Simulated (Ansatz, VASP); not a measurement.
**Two plane-wave programs on RuSe**

```
CELL_PARAMETERS angstrom
0.00000 2.74804 2.74804
2.74804 0.00000 2.74804
2.74804 2.74804 0.00000
ATOMIC_POSITIONS crystal
Ru 0.00000 0.00000 0.00000
Se 0.25000 0.25000 0.25000
```

Alike in both runs: task single point; functional PBE; k mesh 10 × 10 × 10; occupations gaussian, width 0.05 eV; no spin polarisation.

|  | VASP | Ansatz |
| --- | --- | --- |
| version | VASP 6.6.1 | Ansatz 0.2.0 |
| potentials or method | VASP PAW PBE potentials, release 64 (Ru_pv, Se), cutoff 500 eV | scalar-relativistic, plane waves, PAW |
| valence electrons in the cell | 20 | 32 |

```csv
,VASP,Ansatz,Ansatz less VASP
gap on the k mesh at the Fermi level (eV),none,none,-
pressure (GPa),0.6,0.5,-0.12
```

A gap of «none» marks a metal or a gap that the smearing closes. The functional is the same, so the differences come from potentials, cutoffs and numerics. VASP's potentials hold 20 valence electrons a cell and Ansatz's 32, so a difference there can come from the potentials and not from the codes.
